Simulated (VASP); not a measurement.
# K2PdC2 (P3m1) in VASP: single point with LDA

Aim: the single point of K2PdC2 with LDA.

All numbers are computed with VASP 6.6.1; they aren't measurements. Logs are shortened: lines on timing, memory, paths and dates and some standing lists are left out, and cuts for length are marked.

## Step 1: The cell of the first run

Symmetry: P3m1, No. 156, trigonal system. Conventional cell: a = 5.118 Å, b = 5.118 Å, c = 5.258 Å, α = 90.00°, β = 90.00°, γ = 120.00°. Within 3.9 Å of K (site symmetry 3m) lie 6 C at 2.97 to 3.36 Å and 3 Pd at 3.39 Å and 3 K at 3.63 Å. Within 4.0 Å of K (site symmetry 3m) lie 6 C at 3.00 to 3.45 Å and 3 Pd at 3.30 Å and 3 K at 3.63 Å. Pd (site symmetry 3m) has 2 C at 2.00 Å within 2.6 Å. C (site symmetry 3m) has 1 C at 1.26 Å within 1.7 Å. Within 1.7 Å of C (site symmetry 3m) lie 1 C at 1.26 Å.

## Step 2: Single point, LDA (atom 1 (K) moved by (+0.000, -0.200) A along [1 1 0] and z)

INCAR

```
PREC = Accurate
ENCUT = 520
EDIFF = 1E-6
ISMEAR = 0
SIGMA = 0.05
LREAL = F
LASPH = T
NELM = 60
ALGO = Normal
ISIF = 2
LWAVE = F
LCHARG = F
GGA = CA
NBANDS = 26
```

KPOINTS

```
Automatic mesh
0
Gamma
  6 6 6
```

POSCAR

```
K2PdC2
1.0
    5.1181840614      0.0000000000      0.0000000000
   -2.5590920307      4.4324774185      0.0000000000
    0.0000000000      0.0000000000      5.2581371800
K Pd C
2 1 2
Direct
    0.6666666667      0.3333333333      0.6821619258
    0.3333333333      0.6666666667      0.2798017900
    0.0000000000      0.0000000000      0.0000000000
    0.0000000000      0.0000000000      0.6201967800
    0.0000000000      0.0000000000      0.3798032200
```

Potentials or basis: VASP PAW LDA potentials, release 64 (K_sv, Pd, C).

Run with:

```console
cat potpaw_LDA.64/K_sv/POTCAR potpaw_LDA.64/Pd/POTCAR potpaw_LDA.64/C/POTCAR > POTCAR
mpirun -np 1 vasp_std > vasp.out
```

OUTCAR:

```text
PREC = Accurate
   ENCUT = 520
   EDIFF = 1E-6
   ISMEAR = 0
   LREAL = F
   LASPH = T
   NELM = 60
   ISIF = 2
   GGA = CA

 ion  position               nearest neighbor table
   1  0.667  0.333  0.682-   3 3.39   3 3.39   3 3.39   2 3.63   2 3.63   2 3.63
   2  0.333  0.667  0.280-   3 3.30   3 3.30   3 3.30   1 3.63   1 3.63   1 3.63
   3  0.000  0.000  0.000-   4 2.00   5 2.00   2 3.30   2 3.30   2 3.30   1 3.39   1 3.39   1 3.39

   4  0.000  0.000  0.620-   5 1.26   3 2.00
   5  0.000  0.000  0.380-   4 1.26   3 2.00

  LATTYP: Found a hexagonal cell.
 ALAT       =     5.1181840614
 C/A-ratio  =     1.0273442918

  Lattice vectors:

 A1 = (   5.1181840614,   0.0000000000,   0.0000000000)
 A2 = (  -2.5590920307,   4.4324774185,   0.0000000000)
 A3 = (   0.0000000000,   0.0000000000,   5.2581371800)

Analysis of symmetry for initial positions (statically):
=====================================================================
 Subroutine PRICEL returns:
 Original cell was already a primitive cell.

 Routine SETGRP: Setting up the symmetry group for a
 hexagonal supercell.

 Subroutine GETGRP returns: Found  6 space group operations
 (whereof  6 operations were pure point group operations)
 out of a pool of 24 trial point group operations.

The static configuration has the point symmetry C_3v.

Analysis of symmetry for dynamics (positions and initial velocities):
=====================================================================
 Subroutine PRICEL returns:
 Original cell was already a primitive cell.

 Routine SETGRP: Setting up the symmetry group for a
 hexagonal supercell.

 Subroutine GETGRP returns: Found  6 space group operations
 (whereof  6 operations were pure point group operations)
 out of a pool of 24 trial point group operations.

The dynamic configuration has the point symmetry C_3v.

 Subroutine INISYM returns: Found  6 space group operations
 (whereof  6 operations are pure point group operations),
 and found     1 'primitive' translations

----------------------------------------------------------------------------------------

                                     Primitive cell

  volume of cell :     119.2873

  direct lattice vectors                    reciprocal lattice vectors
     5.118184061  0.000000000  0.000000000     0.195381797  0.112803733  0.000000000
    -2.559092031  4.432477419  0.000000000     0.000000000  0.225607466  0.000000000
     0.000000000  0.000000000  5.258137180     0.000000000  0.000000000  0.190181421

  length of vectors
     5.118184061  5.118184061  5.258137180     0.225607466  0.225607466  0.190181421

  position of ions in fractional coordinates (direct lattice)
     0.666666667  0.333333333  0.682161926
     0.333333333  0.666666667  0.279801790
     0.000000000  0.000000000  0.000000000
     0.000000000  0.000000000  0.620196780
     0.000000000  0.000000000  0.379803220

  ion indices of the primitive-cell ions
   primitive index   ion index
                 1           1
                 2           2
                 3           3
                 4           4
                 5           5

----------------------------------------------------------------------------------------

 KPOINTS: Automatic mesh

Automatic generation of k-mesh.
 Grid dimensions read from file:
 generate k-points for:    6    6    6

 Generating k-lattice:

  Cartesian coordinates                     Fractional coordinates (reciprocal lattice)
     0.032563633  0.018800622  0.000000000     0.166666667  0.000000000  0.000000000
     0.000000000  0.037601244  0.000000000     0.000000000  0.166666667  0.000000000
     0.000000000  0.000000000  0.031696903     0.000000000  0.000000000  0.166666667

  Length of vectors
     0.037601244  0.037601244  0.031696903

  Shift w.r.t. Gamma in fractional coordinates (k-lattice)
     0.000000000  0.000000000  0.000000000

 Subroutine IBZKPT returns following result:
 ===========================================

 Found     34 irreducible k-points:

 Following reciprocal coordinates:
            Coordinates               Weight
  0.000000  0.000000  0.000000      1.000000
  0.166667 -0.000000  0.000000      6.000000
  0.333333  0.000000  0.000000      6.000000
  0.500000  0.000000  0.000000      3.000000
  0.166667  0.166667  0.000000      6.000000
  0.333333  0.166667  0.000000     12.000000
[... 16 lines left out ...]
  0.500000  0.000000  0.333333      6.000000
  0.166667  0.166667  0.333333     12.000000
 [... further k-points ...]
   k-points           NKPTS =     34   k-points in BZ     NKDIM =     34   number of bands    NBANDS=     26
   number of dos      NEDOS =    301   number of ions     NIONS =      5
   total plane-waves  NPLWV =  64000
   dimension x,y,z NGX =    40 NGY =   40 NGZ =   40
   dimension x,y,z NGXF=    80 NGYF=   80 NGZF=   80
   ions per type =               2   1   2
   NGX,Y,Z   is equivalent  to a cutoff of  12.99, 12.99, 12.65 a.u.
   NGXF,Y,Z  is equivalent  to a cutoff of  25.99, 25.99, 25.29 a.u.
 SYSTEM =  unknown system
   PREC   = accura    normal or accurate (medium, high low for compatibility)
   ISTART =      0    job   : 0-new  1-cont  2-samecut
   ICHARG =      2    charge: 1-file 2-atom 10-const
   ISPIN  =      1    spin polarized calculation?
   LNONCOLLINEAR =      F non collinear calculations
   LSORBIT =      F    spin-orbit coupling
   LASPH  =      T    aspherical Exc in radial PAW
   ENCUT  =  520.0 eV  38.22 Ry    6.18 a.u.   9.52  9.52  9.78*2*pi/ulx,y,z
   NELM   =     60;   NELMIN=  2; NELMDL= -5     # of ELM steps
   EDIFF  = 0.1E-05   stopping-criterion for ELM
   LREAL  =      F    real-space projection
   EDIFFG = 0.1E-04   stopping-criterion for IOM
   NSW    =      0    number of steps for IOM
   IBRION =     -1    ionic relax: 0-MD 1-quasi-New 2-CG
   NFREE  =      0    steps in history (QN), initial steepest desc. (CG)
   ISIF   =      2    stress and relaxation
   ISYM   =      2    0-nonsym 1-usesym 2-fastsym
   POTIM  = 0.5000    time-step for ionic-motion
   TEBEG  =    0.0;   TEEND  =   0.0 temperature during run
   PSTRESS=    0.0 pullay stress
   NELECT =      36.0000    total number of electrons
   NUPDOWN=      -1.0000    fix difference up-down
   EMIN   =  10.00;   EMAX   =-10.00  energy-range for DOS
   EFERMI =   0.00;   METHOD = LEGACY
   ISMEAR =     0;   SIGMA  =   0.05  broadening in eV -4-tet -1-fermi 0-gaus
   EFERMI_NEDOS =   21; number of points for ismear=-14 and -15
   IALGO  =     38    algorithm
   IMIX   =      4    mixing-type and parameters
     AMIX     =   0.40;   BMIX     =  1.00
     AMIX_MAG =   1.60;   BMIX_MAG =  1.00
  volume/ion in A,a.u.               =      23.86       161.00
  Fermi-wavevector in a.u.,A,eV,Ry     =   1.098106  2.075119 16.406402  1.205837
  Thomas-Fermi vector in A             =   2.234478
   LORBIT       =      0    0 simple, 1 ext, 2 COOP (PROOUT), +10 PAW based schemes
   GGA     = CA    functional components
   LHFCALC =     F    Hartree Fock is set to
   AEXX    =    0.0000 exact exchange contribution
   IVDW    =     0    specifies the selected vdW correction
   LEPSILON=     F    determine dielectric tensor
   LRPA    =     F    only Hartree local field effects (RPA)
 non-spin polarized calculation
 Gauss-broadening in eV      SIGMA  =   0.05
  energy-cutoff  :      520.00
  volume of cell :      119.29
 maximum number of plane-waves:      3247
 NGX is ok and might be reduce to    40
   NGX = 19   NGY = 19   NGZ = 19

 number of electron      36.0000007 magnetization

 Free energy of the ion-electron system (eV)
  ---------------------------------------------------
  ext. energy  EPLUGINS =         0.00000000
  ---------------------------------------------------
  free energy    TOTEN  =       -28.73311219 eV

  energy without entropy =      -28.73311219  energy(sigma->0) =      -28.73311219

 E-fermi :   1.0252     XC(G=0):  -8.6356

 val. band max:        0.8145879319   @ k =   0.0000   0.0000   0.5000
 cond. band min:       2.1608570453   @ k =   0.5000   0.0000   0.5000
 fundamental gap:      1.3462691134
 Fermi energy:         1.0251709517

 k-point     1 :       0.0000    0.0000    0.0000
  band No.  band energies     occupation
      1     -28.7502      2.00000
      2     -28.6880      2.00000
      3     -12.7176      2.00000
      4     -12.5388      2.00000
      5     -12.5388      2.00000
      6     -12.4113      2.00000
[... 18 lines left out ...]
     25       6.8335      0.00000
     26       7.3125      0.00000

 k-point     2 :       0.1667   -0.0000    0.0000
  band No.  band energies     occupation
      1     -28.7462      2.00000
      2     -28.6914      2.00000
      3     -12.7486      2.00000
      4     -12.5673      2.00000
      5     -12.5529      2.00000
      6     -12.4467      2.00000
[... 18 lines left out ...]
     25       6.9435      0.00000
     26       7.3216      0.00000

 k-point     3 :       0.3333    0.0000    0.0000
  band No.  band energies     occupation
      1     -28.7361      2.00000
      2     -28.7003      2.00000
      3     -12.8613      2.00000
      4     -12.5986      2.00000
      5     -12.5774      2.00000
      6     -12.4599      2.00000
[... 18 lines left out ...]
     25       6.9987      0.00000
     26       7.5325      0.00000

 k-point     4 :       0.5000    0.0000    0.0000
  band No.  band energies     occupation
      1     -28.7282      2.00000
      2     -28.7076      2.00000
      3     -12.9230      2.00000
      4     -12.5985      2.00000
      5     -12.5884      2.00000
      6     -12.4597      2.00000
[... 18 lines left out ...]
     25       7.2038      0.00000
     26       7.3360      0.00000

 k-point     5 :       0.1667    0.1667    0.0000
  band No.  band energies     occupation
      1     -28.7390      2.00000
      2     -28.6977      2.00000
      3     -12.8326      2.00000
      4     -12.5953      2.00000
      5     -12.5751      2.00000
      6     -12.4394      2.00000
[... 18 lines left out ...]
     25       6.8238      0.00000
     26       7.5448      0.00000

 k-point     6 :       0.3333    0.1667    0.0000
  band No.  band energies     occupation
      1     -28.7283      2.00000
      2     -28.7075      2.00000
      3     -12.9296      2.00000
      4     -12.5978      2.00000
      5     -12.5886      2.00000
      6     -12.4355      2.00000
[... 427 lines left out ...]
 k-point    21 :       0.3333    0.0000    0.3333
  band No.  band energies     occupation
      1     -28.7330      2.00000
      2     -28.7030      2.00000
      3     -12.8520      2.00000
      4     -12.6001      2.00000
      5     -12.5562      2.00000
      6     -12.4784      2.00000
[... 18 lines left out ...]
     25       6.8627      0.00000
     26       7.3031      0.00000

 k-point    22 :       0.0000    0.3333    0.3333
  band No.  band energies     occupation
      1     -28.7330      2.00000
      2     -28.7029      2.00000
      3     -12.8360      2.00000
      4     -12.6419      2.00000
      5     -12.5591      2.00000
      6     -12.4388      2.00000
[... 18 lines left out ...]
     25       7.0004      0.00000
     26       7.1903      0.00000

 k-point    23 :       0.5000    0.0000    0.3333
  band No.  band energies     occupation
      1     -28.7264      2.00000
      2     -28.7089      2.00000
      3     -12.8966      2.00000
      4     -12.6331      2.00000
      5     -12.5681      2.00000
      6     -12.4627      2.00000
[... 18 lines left out ...]
     25       7.0109      0.00000
     26       7.2082      0.00000

 k-point    24 :       0.1667    0.1667    0.3333
  band No.  band energies     occupation
      1     -28.7355      2.00000
      2     -28.7008      2.00000
      3     -12.8129      2.00000
      4     -12.6214      2.00000
      5     -12.5670      2.00000
      6     -12.4243      2.00000
[... 18 lines left out ...]
     25       7.0351      0.00000
     26       7.2830      0.00000

 [... further k-points ...]

------------------------ aborting loop because EDIFF is reached ----------------------------------------

  FORCE on cell =-STRESS in cart. coord.  units (eV):
  Direction    XX          YY          ZZ          XY          YZ          ZX
  --------------------------------------------------------------------------------------
  -------------------------------------------------------------------------------------
  Total       -1.3922288     -1.3922288     -2.9245961      0.0000000     -0.0000000      0.0000000
  in kB      -18.6993641    -18.6993641    -39.2809642      0.0000000     -0.0000000      0.0000000
  external PRESSURE =     -25.5598974 kB  Pullay stress =       0.0000000 kB

 VOLUME and BASIS-vectors are now :
 -----------------------------------------------------------------------------
  energy-cutoff  :      520.00
  volume of cell :      119.29
      direct lattice vectors                 reciprocal lattice vectors
     5.118184061  0.000000000  0.000000000     0.195381797  0.112803733  0.000000000
    -2.559092031  4.432477419  0.000000000     0.000000000  0.225607466  0.000000000
     0.000000000  0.000000000  5.258137180     0.000000000  0.000000000  0.190181421

 POSITION                                       TOTAL-FORCE (eV/Angst)
 -----------------------------------------------------------------------------------
      2.55909      1.47749      3.58690         0.000000     -0.000000      0.181694
     -0.00000      2.95498      1.47124        -0.000000      0.000000     -0.140055
      0.00000      0.00000      0.00000        -0.000000      0.000000     -0.058943
      0.00000      0.00000      3.26108        -0.000000      0.000000      0.439117
      0.00000      0.00000      1.99706        -0.000000      0.000000     -0.421813
 -----------------------------------------------------------------------------------
    total drift:                               -0.000000      0.000000      0.000018

  FREE ENERGIE OF THE ION-ELECTRON SYSTEM (eV)
  ---------------------------------------------------
  free  energy   TOTEN  =       -28.7331121865 eV

  energy  without entropy=      -28.7331121865  energy(sigma->0) =      -28.73311219
```

It took 3.2 min on 1 thread of Intel Xeon 8259CL, shared host; peak memory 0.26 GiB.

What came out:

| Item | Value |
| --- | --- |
| Free energy | -28.7331 eV |
| Pressure | -2.6 GPa |
| Largest force | 0.439 eV/Å |
| Band gap on the k mesh | 1.35 eV (least direct gap 1.36 eV) |

Forces in eV/Å, atoms in the order of the input:
```
K    0.000  0.000  0.182
K    0.000  0.000 -0.140
Pd   0.000  0.000 -0.059
C    0.000  0.000  0.439
C    0.000  0.000 -0.422
```

Stress tensor (GPa, compression positive):
```
-1.87  0.00  0.00
 0.00 -1.87  0.00
 0.00  0.00 -3.93
```

Levels at points of the mesh, in eV from the valence-band top:
```tsv
k point	band 16	band 17	band 18	band 19	band 20	band 21
(0.00, 0.00, 0.00)	-1.50	-1.06	-1.06	4.08	4.45	5.13
(0.50, 0.00, 0.00)	-1.16	-0.96	-0.45	2.38	3.58	4.67
(0.00, 0.00, 0.50)	-1.07	0.00	0.00	2.65	2.65	3.62
(0.50, 0.00, 0.50)	-0.71	-0.04	-0.02	1.35	2.80	4.65
```

Caveat: the cell differs from its parent crystal (atom 1 (K) moved by (+0.000, -0.200) A along [1 1 0] and z).
